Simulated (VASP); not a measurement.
Here is a VASP 6.6.1 calculation.

Contents of INCAR:

```
ALGO = Normal ; EDIFF = 1E-7
ENCUT = 520 ; GGA = PE
ISIF = 2 ; ISMEAR = 0
ISPIN = 2 ; LASPH = T
LCHARG = F ; LMAXMIX = 4
LORBIT = 11 ; LREAL = F
LWAVE = F ; MAGMOM = -0.48 0.72 0.72 0.72 0
NBANDS = 38 ; NELM = 150
PREC = Accurate ; SIGMA = 0.1
```

Contents of KPOINTS:

```
k-points
0
Gamma
  4 4 4
```

POSCAR

```
NbFe3Sn
1.0
    4.6588862311      0.0000000000      0.0000000000
    0.0000000000      4.6588862311      0.0000000000
    0.0000000000      0.0000000000      4.6588862311
Nb Fe Sn
1 3 1
Direct
    0.0000000000      0.0000000000      0.0000000000
    0.0000000000      0.5000000000      0.5000000000
    0.5000000000      0.0000000000      0.5000000000
    0.5000000000      0.5000000000      0.0000000000
    0.5000000000      0.5000000000      0.5000000000
```

Potentials or basis: VASP PAW PBE potentials, release 64 (Nb_sv, Fe, Sn_d).

Run with:

```bash
$ cat potpaw_PBE.64/Nb_sv/POTCAR potpaw_PBE.64/Fe/POTCAR potpaw_PBE.64/Sn_d/POTCAR > POTCAR
$ mpirun -np 1 vasp_std > vasp.out
```

Estimate the site moments.

Nb -1.77; Fe +2.59; Sn -0.10 μB.

Estimate the pressure.

0.0 GPa.

Predict the net moment.

4.97 μB per cell.
